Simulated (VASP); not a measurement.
Runs of VASP 6.6.1 on Ag. The structure is that of space group Pm-3m (No. 221), or close to it. The cells are those of the table. This isn't the form of Ag at room conditions, which is fcc.

| task | cell | k mesh | cutoff (eV) | gap on the mesh (eV) | pressure (GPa) | relaxed volume (Å³/atom) |
| --- | --- | --- | --- | --- | --- | --- |
| single point | a = 2.630 Å, 1 atom | 6 × 6 × 6 | 520 | none | 13.6 | - |
| single point | a = 2.758 Å, 1 atom | 6 × 6 × 6 | 520 | none | (b) | - |
| relaxation of cell and atoms | relaxed from a = 2.630 Å, 1 atom | 6 × 6 × 6 | 600 | none | 0.1 | 20.81 |
| relaxation of cell and atoms | relaxed from a = 2.700, b = 2.700, c = 2.767 Å, 1 atom | 20 × 20 × 20 | 600 | none | 0.0 | 20.76 |
| single point | a = 2.750 Å, 1 atom | 20 × 20 × 20 | 520 | none | (a) | - |

Alike in all rows: level PBE; potentials or basis VASP PAW PBE potentials, release 64 (Ag); no spin polarisation; smearing gaussian 0.1 eV.

Task: Estimate the missing entries.

Result: (a) -0.1; (b) -0.5.

Caveats: some runs use coarse meshes.

A k mesh can miss the band edges, and the runs leave out spin-orbit coupling on Ag.

A gap of «none» marks levels without a gap at the run's occupations.
